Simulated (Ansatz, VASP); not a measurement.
**Two plane-wave programs on CdS**

```
Cd S
1.0
     0.00000    2.79508    2.79508
     2.79508    0.00000    2.79508
     2.79508    2.79508    0.00000
Cd S
1 1
Direct
  0.99788 0.00212 0.00212
  0.50744 0.49256 0.49256
```

Change from the starting cell: mode 4 frozen in at -0.041 Å, equal normal strain along x, y and z +0.0250.

Alike in both runs: task single point; functional r2SCAN; k mesh 8 × 8 × 8; occupations gaussian, width 0.05 eV; no spin polarisation.

|  | VASP | Ansatz |
| --- | --- | --- |
| version | VASP 6.6.1 | Ansatz 0.2.0 |
| potentials or method | VASP PAW PBE potentials, release 64 (Cd, S), cutoff 520 eV | scalar-relativistic, plane waves, PAW |
| valence electrons in the cell | 18 | 26 |

```tsv
	VASP	Ansatz	Ansatz less VASP
gap on the k mesh at the Fermi level (eV)	0.73	0.75	+0.020
least direct gap on the mesh (eV)	1.84	1.87	+0.029
pressure (GPa)	-4.8	-5.1	-0.33
traceless stress, the component that is largest in VASP (GPa)	0.15	0.14	-0.004
rms of the force components (eV/Å)	0.024	0.022	-0.0021
```

VASP's potentials were made for PBE, not for r2SCAN. Atom by atom the forces differ by 0.002 eV/Å (rms over components). VASP's potentials hold 18 valence electrons a cell and Ansatz's 26, so a difference there can come from the potentials and not from the codes.
